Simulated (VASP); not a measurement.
# Al in VASP: notebook, part 2 of 2

VASP 6.6.1.

## (3) Single point, PBE

This run uses another cell than the first one, of 20.57 Å³/atom, 1.227 times its volume.

Input file INCAR:

```
PREC = Accurate
ENCUT = 520
EDIFF = 1E-6
ISMEAR = 0
SIGMA = 0.1
LREAL = F
LASPH = T
NELM = 60
ALGO = Normal
ISIF = 2
LWAVE = F
LCHARG = F
GGA = PE
NBANDS = 8
```

Input file KPOINTS:

```
regular mesh
0
Gamma
  6 6 6
```

Input file POSCAR:

```
Al
1.0
    2.6854245002      0.0000000000      0.0000000000
    0.0000000000      2.6854245002      0.0000000000
    0.0000000000      0.0000000000      2.8521114983
Al
1
Direct
    0.0000000000      0.0000000000      0.5000000000
```

Potentials or basis: VASP PAW PBE potentials, release 64 (Al).

Command:

```bash
> cat potpaw_PBE.64/Al/POTCAR > POTCAR
> mpirun -np 1 vasp_std > vasp.out
```

OUTCAR:

```text
PREC = Accurate
   ENCUT = 520
   EDIFF = 1E-6
   ISMEAR = 0
   LREAL = F
   LASPH = T
   NELM = 60
   ISIF = 2
   GGA = PE

 ion  position               nearest neighbor table
   1  0.000  0.000  0.500-

  LATTYP: Found a simple tetragonal cell.
 ALAT       =     2.6854245002
 C/A-ratio  =     1.0620710052

  Lattice vectors:

 A1 = (   2.6854245002,   0.0000000000,   0.0000000000)
 A2 = (   0.0000000000,   2.6854245002,   0.0000000000)
 A3 = (   0.0000000000,   0.0000000000,   2.8521114983)

Analysis of symmetry for initial positions (statically):
=====================================================================
 Subroutine PRICEL returns:
 Original cell was already a primitive cell.

 Routine SETGRP: Setting up the symmetry group for a
 simple tetragonal supercell.

 Subroutine GETGRP returns: Found 16 space group operations
 (whereof 16 operations were pure point group operations)
 out of a pool of 16 trial point group operations.

The static configuration has the point symmetry D_4h.

Analysis of symmetry for dynamics (positions and initial velocities):
=====================================================================
 Subroutine PRICEL returns:
 Original cell was already a primitive cell.

 Routine SETGRP: Setting up the symmetry group for a
 simple tetragonal supercell.

 Subroutine GETGRP returns: Found 16 space group operations
 (whereof 16 operations were pure point group operations)
 out of a pool of 16 trial point group operations.

The dynamic configuration has the point symmetry D_4h.

 Subroutine INISYM returns: Found 16 space group operations
 (whereof 16 operations are pure point group operations),
 and found     1 'primitive' translations

----------------------------------------------------------------------------------------

                                     Primitive cell

  volume of cell :      20.5680

[... 108 lines left out ...]
  Fermi-wavevector in a.u.,A,eV,Ry     =   0.861756  1.628483 10.104011  0.742624
  Thomas-Fermi vector in A             =   1.979457
   LORBIT       =      0    0 simple, 1 ext, 2 COOP (PROOUT), +10 PAW based schemes
   GGA     = PE    functional components
   LHFCALC =     F    Hartree Fock is set to
   AEXX    =    0.0000 exact exchange contribution
   IVDW    =     0    specifies the selected vdW correction
   LEPSILON=     F    determine dielectric tensor
   LRPA    =     F    only Hartree local field effects (RPA)
 non-spin polarized calculation
 Gauss-broadening in eV      SIGMA  =   0.10
  energy-cutoff  :      520.00
  volume of cell :       20.57
 maximum number of plane-waves:       568
 NGX is ok and might be reduce to    20
   NGX =  9   NGY =  9   NGZ = 11

 number of electron       3.0000000 magnetization

 Free energy of the ion-electron system (eV)
  ---------------------------------------------------
  ext. energy  EPLUGINS =         0.00000000
  ---------------------------------------------------
  free energy    TOTEN  =        -3.30366213 eV

  energy without entropy =       -3.30039180  energy(sigma->0) =       -3.30202696

 E-fermi :   5.4245     XC(G=0):  -9.3466

 val. band max:        5.3585309831   @ k =   0.3333   0.1667   0.0000
 cond. band min:       5.4639117742   @ k =   0.3333   0.3333   0.5000
 fundamental gap:      0.1053807910
 Fermi energy:         5.4245127927

 k-point     1 :       0.0000    0.0000    0.0000
  band No.  band energies     occupation
      1      -3.9583      2.00000
      2      12.8857      0.00000
      3      12.9687      0.00000
      4      13.8580      0.00000
      5      15.2480      0.00000
      6      15.2480      0.00000
      7      20.7623      0.00000
      8      28.6658      0.00000
[... 243 lines left out ...]
 k-point    24 :       0.5000    0.0000    0.3333
  band No.  band energies     occupation
      1       2.5715      2.00000
      2       3.2617      2.00000
      3       8.2038      0.00000
      4       9.8875      0.00000
      5      20.4787      0.00000
      6      21.6066      0.00000
      7      22.4293      0.00000
      8      24.5280      0.00000

 [... further k-points ...]

------------------------ aborting loop because EDIFF is reached ----------------------------------------

  FORCE on cell =-STRESS in cart. coord.  units (eV):
  Direction    XX          YY          ZZ          XY          YZ          ZX
  --------------------------------------------------------------------------------------
  -------------------------------------------------------------------------------------
  Total        0.0176498      0.0176498      0.0426534      0.0000000      0.0000000      0.0000000
  in kB        1.3748570      1.3748570      3.3225497      0.0000000      0.0000000      0.0000000
  external PRESSURE =       2.0240879 kB  Pullay stress =       0.0000000 kB

 VOLUME and BASIS-vectors are now :
 -----------------------------------------------------------------------------
  energy-cutoff  :      520.00
  volume of cell :       20.57
      direct lattice vectors                 reciprocal lattice vectors
     2.685424500  0.000000000  0.000000000     0.372380605  0.000000000  0.000000000
     0.000000000  2.685424500  0.000000000     0.000000000  0.372380605  0.000000000
     0.000000000  0.000000000  2.852111498     0.000000000  0.000000000  0.350617429

 POSITION                                       TOTAL-FORCE (eV/Angst)
 -----------------------------------------------------------------------------------
      0.00000      0.00000      1.42606         0.000000      0.000000      0.000000
 -----------------------------------------------------------------------------------
    total drift:                               -0.000000      0.000000     -0.000000

  FREE ENERGIE OF THE ION-ELECTRON SYSTEM (eV)
  ---------------------------------------------------
  free  energy   TOTEN  =        -3.3036621294 eV

  energy  without entropy=       -3.3003917960  energy(sigma->0) =       -3.30202696
```

OSZICAR:

```text
N       E                     dE             d eps       ncg     rms          rms(c)
DAV:   1    -0.159261560377E+01   -0.15926E+01   -0.92143E+02   648   0.237E+02
DAV:   2    -0.330324874820E+01   -0.17106E+01   -0.15479E+01   864   0.177E+01
DAV:   3    -0.331420583179E+01   -0.10957E-01   -0.10947E-01   784   0.181E+00
DAV:   4    -0.331426030413E+01   -0.54472E-04   -0.54469E-04   912   0.107E-01
DAV:   5    -0.331426086977E+01   -0.56564E-06   -0.56591E-06   792   0.703E-03    0.102E+00
DAV:   6    -0.330758096256E+01    0.66799E-02   -0.35065E-03   784   0.201E-01    0.596E-01
DAV:   7    -0.330367972320E+01    0.39012E-02   -0.78959E-03   744   0.307E-01    0.827E-02
DAV:   8    -0.330366809875E+01    0.11624E-04   -0.26944E-04   784   0.711E-02    0.123E-02
DAV:   9    -0.330366157681E+01    0.65219E-05   -0.17653E-05   800   0.153E-02    0.152E-02
DAV:  10    -0.330366212938E+01   -0.55257E-06   -0.58470E-07   568   0.435E-03
   1 F= -.33036621E+01 E0= -.33020270E+01  d E =-.327033E-02
```

It took 6.3 s on 1 thread of AMD EPYC 7R13, shared host; peak memory 0.09 GiB.

Results:

- Free energy: -3.3037 eV
- Pressure: 0.2 GPa

Stress tensor (GPa, compression positive):
```
0.14 0.00 0.00
0.00 0.14 0.00
0.00 0.00 0.33
```

Caveat: the k points lie up to 0.39 Å⁻¹ apart.

## (4) Relaxation of cell and atoms, PBE

Input file INCAR:

```
SYSTEM = Al
ALGO = Fast ; EDIFF = 1E-7
EDIFFG = -0.04 ; ENCUT = 600
GGA = PE ; IBRION = 2
ISIF = 3 ; ISMEAR = 0
LASPH = .True. ; LCHARG = .False.
LREAL = .False. ; LWAVE = .False.
NELM = 100 ; NSW = 90
PREC = Accurate ; SIGMA = 0.1
```

Input file KPOINTS:

```
k-points
0
Gamma
  6 6 6
  0 0 0
```

Input file POSCAR:

```
Al
1.0
    2.5070190800      0.0000000000      0.0000000000
    0.0000000000      2.5070190800      0.0000000000
    0.0000000000      0.0000000000      2.6681242400
Al
1
Direct
    0.0000000000      0.0000000000      0.5000000000
```

Command:

```bash
> cat potpaw_PBE.64/Al/POTCAR > POTCAR
> mpirun -np 1 vasp_std > vasp.out
```

Run time: 33 s. Hardware: 1 thread of AMD EPYC 7R13, shared host; peak memory 0.09 GiB.

Results (log left out):

* Free energy: -3.3037 eV
* Relaxed volume: 20.72 Å³/atom
* Relaxed cell: a = 2.690 Å, b = 2.690 Å, c = 2.864 Å, α = 90.00°, β = 90.00°, γ = 90.00°
* Space group after relaxing (to 0.05 Å): P4/mmm (No. 123)
* Energy gained by relaxing: 160.5 meV/atom
* Ionic steps: 11
* Pressure after relaxing: -0.1 GPa

The path:
```csv
step,energy change (eV),largest force (eV/Å),pressure (GPa),volume (Å³)
1,0.0000,0.0000,16.43,16.77
2,-0.1402,0.0000,-2.30,21.28
3,-0.1516,0.0000,0.62,19.99
4,-0.1516,0.0000,0.80,19.92
5,-0.1590,0.0000,0.12,20.28
6,-0.1599,0.0000,0.21,20.41
7,-0.1603,0.0000,0.17,20.66
8,-0.1604,0.0000,0.29,20.53
9,-0.1605,0.0000,0.27,20.57
10,-0.1605,0.0000,0.26,20.59
11,-0.1605,0.0000,-0.10,20.72
```

Final structure:
```
Al
1.0
     2.68965    0.00000    0.00000
     0.00000    2.68965    0.00000
     0.00000    0.00000    2.86351
Al
1
Direct
  0.00000 0.00000 0.50000
```

Levels at points of the mesh, in eV from the Fermi level:
| k point | band 1 | band 2 | band 3 | band 4 | band 5 |
| --- | --- | --- | --- | --- | --- |
| (0.00, 0.00, 0.00) | -9.35 | 7.41 | 7.44 | 8.42 | 9.79 |
| (0.50, 0.00, 0.00) | -4.81 | -3.87 | 10.44 | 11.10 | 12.73 |
| (0.50, 0.50, 0.00) | -0.18 | -0.18 | 0.37 | 2.46 | 14.80 |
| (0.00, 0.00, 0.50) | -5.70 | -4.04 | 10.44 | 12.68 | 12.68 |
| (0.50, 0.00, 0.50) | -0.93 | -0.66 | -0.28 | 2.25 | 16.40 |
| (0.50, 0.50, 0.50) | 2.61 | 2.61 | 3.35 | 5.27 | 5.84 |

Caveat: the k points lie up to 0.39 Å⁻¹ apart in the final cell; the volume moved by over 15 % at a fixed basis, so the end points are rough.

## (5) Single point, PBE

This run uses another cell than the first one, of 20.16 Å³/atom, 1.202 times its volume.

Input file INCAR:

```
SYSTEM = Al
PREC = Accurate
ENCUT = 520
EDIFF = 1E-6
ISMEAR = 0
SIGMA = 0.1
LREAL = .False.
LASPH = .True.
NELM = 100
ALGO = Normal
ISIF = 2
LWAVE = .False.
LCHARG = .False.
GGA = PE
NBANDS = 8
```

Input file KPOINTS:

```
Automatic mesh
0
Gamma
  20 20 20
  0 0 0
```

Input file POSCAR:

```
Al
1.0
    2.7215644752      0.0000000000      0.0000000000
    0.0000000000      2.7215644752      0.0000000000
    0.0000000000      0.0000000000      2.7224120889
Al
1
Direct
    0.0000000000      0.0000000000      0.5000000000
```

Potentials or basis: VASP PAW PBE potentials, release 64 (Al).

Command:

```bash
> cat potpaw_PBE.64/Al/POTCAR > POTCAR
> mpirun -np 1 vasp_std > vasp.out
```

OUTCAR:

```text
SYSTEM = Al
   PREC = Accurate
   ENCUT = 520
   EDIFF = 1E-6
   ISMEAR = 0
   LREAL = .False.
   LASPH = .True.
   NELM = 100
   ISIF = 2
   GGA = PE

 ion  position               nearest neighbor table
   1  0.000  0.000  0.500-

  LATTYP: Found a simple tetragonal cell.
 ALAT       =     2.7215644752
 C/A-ratio  =     1.0003114435

  Lattice vectors:

 A1 = (   2.7215644752,   0.0000000000,   0.0000000000)
 A2 = (   0.0000000000,   2.7215644752,   0.0000000000)
 A3 = (   0.0000000000,   0.0000000000,   2.7224120889)

Analysis of symmetry for initial positions (statically):
=====================================================================
 Subroutine PRICEL returns:
 Original cell was already a primitive cell.

 Routine SETGRP: Setting up the symmetry group for a
 simple tetragonal supercell.

 Subroutine GETGRP returns: Found 16 space group operations
 (whereof 16 operations were pure point group operations)
 out of a pool of 16 trial point group operations.

The static configuration has the point symmetry D_4h.

Analysis of symmetry for dynamics (positions and initial velocities):
[... 153 lines left out ...]
  free energy    TOTEN  =        -3.37631375 eV

  energy without entropy =       -3.37429250  energy(sigma->0) =       -3.37530313

 E-fermi :   5.6403     XC(G=0):  -9.4219

 val. band max:        5.6037231025   @ k =   0.4500   0.4000   0.2000
 cond. band min:       5.6407856615   @ k =   0.0500   0.0500   0.3000
 fundamental gap:      0.0370625590
 Fermi energy:         5.6402980128

 k-point     1 :       0.0000    0.0000    0.0000
  band No.  band energies     occupation
      1      -3.8971      2.00000
      2      13.6392      0.00000
      3      13.6436      0.00000
      4      14.7658      0.00000
      5      14.7780      0.00000
      6      14.7780      0.00000
      7      21.0249      0.00000
      8      29.5873      0.00000
[... 243 lines left out ...]
 k-point    24 :       0.2000    0.1000    0.0000
  band No.  band energies     occupation
      1      -2.9135      2.00000
      2       8.3937      0.00000
      3      12.0737      0.00000
      4      15.5943      0.00000
      5      16.4503      0.00000
      6      20.0718      0.00000
      7      23.4403      0.00000
      8      24.7436      0.00000

 [... further k-points ...]
[... 5 lines left out ...]
  --------------------------------------------------------------------------------------
  -------------------------------------------------------------------------------------
  Total       -0.0012857     -0.0012857     -0.0062856      0.0000000     -0.0000000     -0.0000000
  in kB       -0.1021573     -0.1021573     -0.4994166      0.0000000     -0.0000000     -0.0000000
  external PRESSURE =      -0.2345771 kB  Pullay stress =       0.0000000 kB

 VOLUME and BASIS-vectors are now :
 -----------------------------------------------------------------------------
  energy-cutoff  :      520.00
  volume of cell :       20.16
      direct lattice vectors                 reciprocal lattice vectors
     2.721564475  0.000000000  0.000000000     0.367435719  0.000000000  0.000000000
     0.000000000  2.721564475  0.000000000     0.000000000  0.367435719  0.000000000
     0.000000000  0.000000000  2.722412089     0.000000000  0.000000000  0.367321319

 POSITION                                       TOTAL-FORCE (eV/Angst)
 -----------------------------------------------------------------------------------
      0.00000      0.00000      1.36121         0.000000      0.000000      0.000000
 -----------------------------------------------------------------------------------
    total drift:                               -0.000000     -0.000000      0.000000

  FREE ENERGIE OF THE ION-ELECTRON SYSTEM (eV)
  ---------------------------------------------------
  free  energy   TOTEN  =        -3.3763137548 eV

  energy  without entropy=       -3.3742925039  energy(sigma->0) =       -3.37530313
```

OSZICAR:

```text
N       E                     dE             d eps       ncg     rms          rms(c)
DAV:   1    -0.188556838303E+01   -0.18856E+01   -0.87970E+02 11672   0.230E+02
DAV:   2    -0.337440671759E+01   -0.14888E+01   -0.14289E+01 15760   0.168E+01
DAV:   3    -0.338295521465E+01   -0.85485E-02   -0.85466E-02 15056   0.163E+00
DAV:   4    -0.338298628527E+01   -0.31071E-04   -0.31071E-04 16464   0.772E-02
DAV:   5    -0.338298649851E+01   -0.21324E-06   -0.21303E-06 15224   0.449E-03    0.100E+00
DAV:   6    -0.337901554869E+01    0.39709E-02   -0.20754E-03 14296   0.176E-01    0.589E-01
DAV:   7    -0.337630294048E+01    0.27126E-02   -0.53390E-03 13736   0.276E-01    0.953E-02
DAV:   8    -0.337631401216E+01   -0.11072E-04   -0.41298E-05 16664   0.410E-02    0.737E-03
DAV:   9    -0.337631375485E+01    0.25732E-06   -0.60171E-07 14296   0.326E-03
   1 F= -.33763138E+01 E0= -.33753031E+01  d E =-.202125E-02
```

stdout:

```text
POSCAR found type information on POSCAR Al
 POSCAR found :  1 types and       1 ions
 scaLAPACK will be used
 LDA part: xc-table for (Slater+PW92), standard interpolation
 POSCAR, INCAR and KPOINTS ok, starting setup
 FFT: planning ... GRIDC
 FFT: planning ... GRID_SOFT
 FFT: planning ... GRID
 WAVECAR not read
 entering main loop
```

It took 73 s on 1 thread of AMD EPYC 7R13, shared host; peak memory 0.17 GiB.

Results:

- Free energy: -3.3763 eV
- Pressure: 0.0 GPa

## (6) Relaxation of cell and atoms, PBE

This run uses another cell than the first one, of 20.57 Å³/atom, 1.227 times its volume.

Input file INCAR:

```
PREC     = Accurate       # precision mode
ENCUT    = 600            # plane-wave cutoff, eV
EDIFF    = 1E-6           # SCF threshold, eV
ISMEAR   = 0              # smearing method
SIGMA    = 0.1            # smearing width, eV
LREAL    = False          # projectors in reciprocal space
LASPH    = True           # aspherical terms in the spheres
NELM     = 60             # most SCF steps
ALGO     = Normal         # electronic algorithm
ISIF     = 3              # what is computed and relaxed
LWAVE    = False          # write WAVECAR
LCHARG   = False          # write CHGCAR
GGA      = PE             # functional
IBRION   = 2              # ionic algorithm
NSW      = 100            # ionic steps
EDIFFG   = -0.01          # ionic threshold
```

Input file KPOINTS:

```
regular mesh
0
Gamma
  20 20 20
```

Input file POSCAR:

```
Al
1.0
    2.6854245002      0.0000000000      0.0000000000
    0.0000000000      2.6854245002      0.0000000000
    0.0000000000      0.0000000000      2.8521114983
Al
1
Direct
    0.0000000000      0.0000000000      0.5000000000
```

Potentials or basis: VASP PAW PBE potentials, release 64 (Al).

Command:

```bash
> cat potpaw_PBE.64/Al/POTCAR > POTCAR
> mpirun -np 1 vasp_std > vasp.out
```

Wall time 3 min (1 thread of AMD EPYC 7R13, shared host); peak memory 0.19 GiB.

It converged, with:

- Free energy: -3.3764 eV
- Relaxed volume: 20.17 Å³/atom
- Relaxed cell: a = 2.722 Å, b = 2.722 Å, c = 2.723 Å, α = 90.00°, β = 90.00°, γ = 90.00°
- Space group after relaxing (to 0.05 Å): Pm-3m (No. 221)
- Energy gained by relaxing: 17.4 meV/atom
- Ionic steps: 4
- Pressure after relaxing: 0.0 GPa

The path:
| step | energy change (eV) | largest force (eV/Å) | pressure (GPa) | volume (Å³) |
| --- | --- | --- | --- | --- |
| 1 | 0.0000 | 0.0000 | -0.64 | 20.57 |
| 2 | -0.0150 | 0.0000 | -0.38 | 20.31 |
| 3 | -0.0173 | 0.0000 | 0.02 | 20.15 |
| 4 | -0.0174 | 0.0000 | -0.05 | 20.17 |

Final structure:
```
CELL_PARAMETERS angstrom
2.72190 0.00000 0.00000
0.00000 2.72190 0.00000
0.00000 0.00000 2.72288
ATOMIC_POSITIONS crystal
Al 0.00000 0.00000 0.50000
```

Levels at points of the mesh, in eV from the Fermi level:
```
           k point  band 1  band 2  band 3  band 4  band 5
(0.00, 0.00, 0.00)   -9.54    8.00    8.00    9.12    9.14
(0.50, 0.00, 0.00)   -5.19   -4.07   10.56   12.64   12.65
(0.50, 0.50, 0.00)   -0.53   -0.53   -0.28    2.22   16.20
(0.00, 0.00, 0.50)   -5.20   -4.07   10.56   12.64   12.64
(0.50, 0.00, 0.50)   -0.53   -0.53   -0.28    2.22   16.20
(0.50, 0.50, 0.50)    2.87    2.87    2.88    5.60    5.60
```

## (7) Summary

| task | cell | k mesh | cutoff (eV) | gap on the mesh (eV) | pressure (GPa) | relaxed volume (Å³/atom) |
| --- | --- | --- | --- | --- | --- | --- |
| single point | a = 2.507, b = 2.507, c = 2.668 Å, 1 atom | 6 × 6 × 6 | 520 | none | 16.4 | - |
| single point | a = 2.685, b = 2.685, c = 2.852 Å, 1 atom | 6 × 6 × 6 | 520 | none | 0.2 | - |
| relaxation of cell and atoms | relaxed from a = 2.507, b = 2.507, c = 2.668 Å, 1 atom | 6 × 6 × 6 | 600 | none | -0.1 | 20.72 |
| single point | a = 2.722, b = 2.722, c = 2.722 Å, 1 atom | 20 × 20 × 20 | 520 | none | 0.0 | - |
| relaxation of cell and atoms | relaxed from a = 2.685, b = 2.685, c = 2.852 Å, 1 atom | 20 × 20 × 20 | 600 | none | 0.0 | 20.17 |

Alike in all rows: level PBE; potentials or basis VASP PAW PBE potentials, release 64 (Al); no spin polarisation; smearing gaussian 0.1 eV.

Caveats: some runs use coarse meshes; the volume moved by over 15 % at a fixed basis, so the end points are rough (some runs).

Total energies depend on the potentials used, so only differences within one code and one set of settings carry meaning.
